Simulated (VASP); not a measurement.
A run of VASP 6.6.1:

Contents of INCAR:

```
PREC = Accurate
ENCUT = 520
EDIFF = 1E-6
ISMEAR = 0
SIGMA = 0.1
LREAL = False
LASPH = True
NELM = 100
ALGO = Normal
ISIF = 2
LWAVE = False
LCHARG = True
LDIPOL = True
IDIPOL = 3
DIPOL = 0.5 0.5 0.328
GGA = PE
LELF = True
LVHAR = True
LVACPOTAV = True
NBANDS = 37
```

The input KPOINTS:

```
regular mesh
0
Gamma
  9 9 1
```

The input POSCAR:

```
V4O
1.0
    2.9971751491      0.0000000000      0.0000000000
    0.0000000000      2.9971751491      0.0000000000
    0.0000000000      0.0000000000     21.3333819395
V O
4 1
Direct
    0.5000000000      0.5000000000      0.1874995728
    0.0000000000      0.0000000000      0.2577457053
    0.5000000000      0.5000000000      0.3267158760
    0.0000000000      0.0000000000      0.3906263884
    0.0000000000      0.0000000000      0.4778136898
```

Potentials or basis: VASP PAW PBE potentials, release 64 (V_sv, O).

The run is started by

```sh
$ cat potpaw_PBE.64/V_sv/POTCAR potpaw_PBE.64/O/POTCAR > POTCAR
$ mpirun -np 1 vasp_std > vasp.out
```

Hardware: 1 thread of Intel(R) Xeon(R) 6975P-C (Granite Rapids) (shared host).

Question: Estimate the wall time of this run.

Answer: Run time: 92 s on 1 thread of Intel(R) Xeon(R) 6975P-C (Granite Rapids), on a shared host, peak memory 0.33 GiB. Counts: scf iterations 29, k points 15.
